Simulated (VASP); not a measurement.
# ZnS (zincblende type): single point with PBE

Crystal: ZnS (zincblende type).

```xyz
2
Lattice="0.0000 2.4759 2.4759 2.4759 0.0000 2.4759 2.4759 2.4759 0.0000" Properties=species:S:1:pos:R:3 pbc="T T T"
Zn    0.0000    0.0000    0.0000
S     1.2380    1.2380    1.2380
```

* Program: VASP 6.6.1
* Task: single point
* Functional: PBE
* Potentials or basis: VASP PAW PBE potentials, release 64 (Zn, S)
* Cutoff: 520 eV
* k mesh: 13 × 13 × 13
* Occupations: fermi-dirac, width 0.1 eV
* Spin: no spin polarisation

* Pressure: 37.4 GPa
* Band gap on the k mesh: 2.72 eV (least direct gap 3.34 eV)

Levels at points of the mesh, in eV from the valence-band top:
```
           k point  band 5  band 6  band 7  band 8  band 9  band 10  band 11  band 12  band 13  band 14
(0.00, 0.00, 0.00)   -6.95   -6.95    0.00    0.00    0.00     3.34     6.04     6.04     6.04    11.98
```

It took 47 s on 1 thread of Intel Xeon 8259CL, with other jobs on the host, peak memory 0.18 GiB.

Caveat: the cell stands under pressure; an odd mesh through Γ misses points on the zone boundary, where band edges can lie.
